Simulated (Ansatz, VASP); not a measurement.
**Two plane-wave programs on Ti**

Contents of POSCAR:

```
Ti
1.0
    0.0000000000      2.0300000000      2.0300000000
    2.0300000000      0.0000000000      2.0300000000
    2.0300000000      2.0300000000      0.0000000000
Ti
1
Direct
    0.0000000000      0.0000000000      0.0000000000
```

The input INCAR.step1:

```
ALGO = Normal
EDIFF = 1E-5
ENCUT = 600
GGA = PE
ISMEAR = -1
LASPH = T
LCHARG = F
LREAL = F
LWAVE = T
NBANDS = 12
NELM = 80
PREC = Accurate
SIGMA = 0.05
```

Contents of INCAR.step2:

```
AEXX = 0.25
ALGO = Normal
EDIFF = 1E-6
EDIFFG = -0.01
ENCUT = 600
GGA = PS
HFSCREEN = 0.207
IBRION = 2
ISIF = 3
ISMEAR = -1
ISTART = 1
LASPH = T
LCHARG = F
LHFCALC = T
LREAL = F
LWAVE = F
NELM = 80
NSW = 60
PREC = Accurate
PRECFOCK = Normal
SIGMA = 0.05
```

File KPOINTS:

```
k-points
0
Gamma
  6 6 6
```

input

```
crystal:
  lattice:
    - [0.0, 2.03, 2.03]
    - [2.03, 0.0, 2.03]
    - [2.03, 2.03, 0.0]
  atoms:
    - { symbol: Ti, position: [0.0, 0.0, 0.0] }
hamiltonian:
  xc:
    exchange: hjs_pbesol
    correlation: pbesol
    exx: { coeff: 0.25, omega: 0.207 }
  pseudopotentials: { kind: paw }
kpoints:
  mp_grid: { grid: [6, 6, 6] }
scf:
  occupations: { method: fermi_dirac, width: 0.05 }
output:
  forces: true
  stress: true
  eigenvalues: true
  write_density: true
  write_potential: true
  elf: true
  volumetric_format: npy
relax:
  f_tol: 0.01
  max_steps: 40
  cell: { stress_tol: 0.05 }
```

Alike in both runs: task relaxation of cell and atoms; functional PBEsol-based screened hybrid; k mesh 6 × 6 × 6; occupations fermi-dirac, width 0.05 eV; no spin polarisation.

```csv
,VASP,Ansatz
version,VASP 6.6.1,Ansatz 0.2.0
potentials or method,"VASP PAW PBE potentials, release 64 (Ti_sv)",Ansatz PAW
plane-wave cutoff (eV),600,420
valence electrons in the cell,12,12
```

Ansatz gave:

* gap on the k mesh at the Fermi level, each at its own relaxed structure (eV): none
* relaxed volume (Å³/atom): 16.82
* relaxed cell length with the largest relative difference (Å): 2.876

Problem. Which values does VASP return?

Solution. gap on the k mesh at the Fermi level, each at its own relaxed structure (eV): none; relaxed volume (Å³/atom): 16.73; relaxed cell length with the largest relative difference (Å): 2.871.

VASP's potentials were made for PBE, not for PBEsol-based screened hybrid. A gap of «none» marks a metal or a gap that the smearing closes.

The k mesh is coarse, so the values compare programs but aren't converged. Noted on VASP's run: the relaxation stopped at its first step, so nothing moved. Noted on Ansatz's run: the plane-wave basis is chosen anew once the cell has moved, so the energies of steps on either side of that aren't comparable.
